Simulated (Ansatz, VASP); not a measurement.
**MgZn4O: VASP beside Ansatz**

INCAR

```
SYSTEM = MgZn4O
PREC     = Accurate       ! precision mode
ENCUT    = 600            ! plane-wave cutoff, eV
EDIFF    = 1E-6           ! SCF threshold, eV
ISMEAR   = 0              ! smearing method
SIGMA    = 0.2            ! smearing width, eV
LREAL    = .FALSE.        ! projectors in reciprocal space
LASPH    = .TRUE.         ! aspherical terms in the spheres
NELM     = 100            ! most SCF steps
ALGO     = Normal         ! electronic algorithm
ISIF     = 3              ! what is computed and relaxed
LWAVE    = .FALSE.        ! write WAVECAR
LCHARG   = .FALSE.        ! write CHGCAR
GGA      = PE             ! functional
IBRION   = 2              ! ionic algorithm
NSW      = 36             ! ionic steps
EDIFFG   = -0.08          ! ionic threshold
```

Contents of KPOINTS:

```
Automatic mesh
0
G
  4 4 4
  0 0 0
```

Contents of POSCAR:

```
MgZn4O
1.0
   -2.6580845200      2.6580845200      3.5209605600
    2.6580845200     -2.6580845200      3.5209605600
    2.6580845200      2.6580845200     -3.5209605600
Mg Zn O
1 4 1
Direct
    0.5000000000      0.5000000000      0.0000000000
    0.3702849700      0.8702849700      0.5000000000
    0.8702849700      0.3702849700      0.5000000000
    0.6297150300      0.1297150300      0.5000000000
    0.1297150300      0.6297150300      0.5000000000
    0.0000000000      0.0000000000      0.0000000000
```

Input for Ansatz:

```yaml
crystal:
  lattice:
    - [-2.65808452, 2.65808452, 3.52096056]
    - [2.65808452, -2.65808452, 3.52096056]
    - [2.65808452, 2.65808452, -3.52096056]
  atoms:
    - { symbol: Mg, position: [0.5, 0.5, 0.0] }
    - { symbol: Zn, position: [0.37028497, 0.87028497, 0.5] }
    - { symbol: Zn, position: [0.87028497, 0.37028497, 0.5] }
    - { symbol: Zn, position: [0.62971503, 0.12971503, 0.5] }
    - { symbol: Zn, position: [0.12971503, 0.62971503, 0.5] }
    - { symbol: O, position: [0.0, 0.0, 0.0] }
basis:
  ecutwfc: 420
kpoints:
  mp_grid: { grid: [4, 4, 4] }
hamiltonian:
  xc: pbe
scf:
  occupations: { method: gaussian, width: 0.2 }
  lower_state_search: "off"
output:
  forces: true
  stress: true
  eigenvalues: true
relax:
  adjacent_minimum: "off"
  f_tol: 0.08
  max_steps: 16
  cell: { stress_tol: 0.8 }
```

Alike in both runs: task relaxation of cell and atoms; functional PBE; k mesh 4 × 4 × 4; occupations gaussian, width 0.2 eV; no spin polarisation.

|  | VASP | Ansatz |
| --- | --- | --- |
| version | VASP 6.6.1 | Ansatz 0.2.0 |
| potentials or method | VASP PAW PBE potentials, release 64 (Mg, Zn, O), cutoff 600 eV | scalar-relativistic, plane waves, PAW |
| valence electrons in the cell | 56 | 64 |

Ansatz gave:

| Property | Result |
| --- | --- |
| gap on the k mesh at the Fermi level, each at its own relaxed structure (eV) | none |
| relaxed volume (Å³/atom) | 17.48 |
| relaxed cell length with the largest relative difference (Å) | 6.149 |

Q: Estimate VASP's values.

A: gap on the k mesh at the Fermi level, each at its own relaxed structure (eV): none; relaxed volume (Å³/atom): 17.60; relaxed cell length with the largest relative difference (Å): 5.993.

A gap of «none» marks a metal or a gap that the smearing closes. VASP's potentials hold 56 valence electrons a cell and Ansatz's 64, so a difference there can come from the potentials and not from the codes.

The k mesh is coarse, so the values compare programs but aren't converged.
